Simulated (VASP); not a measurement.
Wanted: the native input for a VASP 6.6.1 run.

| Quantity | Value |
| --- | --- |
| Task | single point |
| Functional | LDA |
| Potentials or basis | VASP PAW LDA potentials, release 64 (K_sv, F) |
| Cutoff | 520 eV |
| k mesh | 8 × 8 × 8 |
| Occupations | gaussian, width 0.05 eV |
| Spin | no spin polarisation |
| Dipole correction | no |
| Further INCAR settings | ALGO = Normal; EDIFF = 1e-06; NBANDS = 15 |

The structure of KF lies in POSCAR:

```
KF
1.0
    3.3078393250      0.0000000000      0.0000000000
    0.0000000000      3.3078393250      0.0000000000
    0.0000000000      0.0000000000      3.3567236500
K F
1 1
Direct
    0.0000000000      0.0000000000      0.0000000000
    0.5000000000      0.5000000000      0.5000000000
```

This cell differs from its parent crystal: strain +0.015 along x and y, +0.030 along z.

The input as run:

INCAR

```
  PREC = Accurate
  ENCUT = 520
  EDIFF = 1E-6
  ISMEAR = 0
  SIGMA = 0.05
  LREAL = False
  LASPH = True
  NELM = 80
  ALGO = Normal
  ISIF = 2
  LWAVE = False
  LCHARG = False
  NBANDS = 15
```

KPOINTS

```
regular mesh
0
Gamma
  8 8 8
```

Potentials or basis: VASP PAW LDA potentials, release 64 (K_sv, F).

Launch:

```console
$ cat potpaw_LDA.64/K_sv/POTCAR potpaw_LDA.64/F/POTCAR > POTCAR
$ mpirun -np 1 vasp_std > vasp.out
```

It gave:

```
Pressure               : -6.7 GPa
Band gap on the k mesh : 5.51 eV, indirect (least direct gap 5.57 eV)
```

Caveat: the cell differs from its parent crystal (strain +0.015 along x and y, +0.030 along z).

Run time: 41 s on 1 thread of Intel(R) Xeon(R) Platinum 8259CL CPU @ 2.50GHz (Skylake/Cascade Lake), on a shared host, peak memory 0.16 GiB.
